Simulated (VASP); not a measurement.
Here is a VASP 6.6.1 calculation.

INCAR

```
SYSTEM = Pt
PREC = Accurate
ENCUT = 600
EDIFF = 1E-6
ISMEAR = -1
SIGMA = 0.05
LREAL = .FALSE.
LASPH = .TRUE.
NELM = 60
ALGO = Normal
ISIF = 3
LWAVE = .FALSE.
LCHARG = .FALSE.
GGA = CA
IBRION = 2
NSW = 60
EDIFFG = -0.005
```

File KPOINTS:

```
regular mesh
0
G
  17 17 17
  0 0 0
```

POSCAR

```
Pt
1.0
    0.0000000000      1.9613408845      1.9613408845
    1.9613408845      0.0000000000      1.9613408845
    1.9613408845      1.9613408845      0.0000000000
Pt
1
Direct
    0.0000000000      0.0000000000      0.0000000000
```

Potentials or basis: VASP PAW LDA potentials, release 64 (Pt).

Launch:

```console
$ cat potpaw_LDA.64/Pt/POTCAR > POTCAR
$ mpirun -np 1 vasp_std > vasp.out
```

Task: Predict the band gap on the k mesh.

Result: Zero (band 5 reaches 11.98 eV, above the bottom of band 6 at 9.73 eV).

Task: Estimate the relaxed cell.

Result: a = 2.756 Å, b = 2.756 Å, c = 2.756 Å, α = 60.00°, β = 60.00°, γ = 60.00°.

Task: Predict the relaxed volume.

Result: 14.80 Å³/atom.

The path:
| step | energy change (eV) | largest force (eV/Å) | pressure (GPa) | volume (Å³) |
| --- | --- | --- | --- | --- |
| 1 | 0.0000 | 0.0000 | -5.62 | 15.09 |
| 2 | 0.0461 | 0.0000 | 20.88 | 13.96 |
| 3 | -0.0052 | 0.0000 | -0.14 | 14.81 |
| 4 | -0.0052 | 0.0000 | -0.01 | 14.80 |

Caveat: spin-orbit coupling is left out, which moves the levels of the heavy elements.
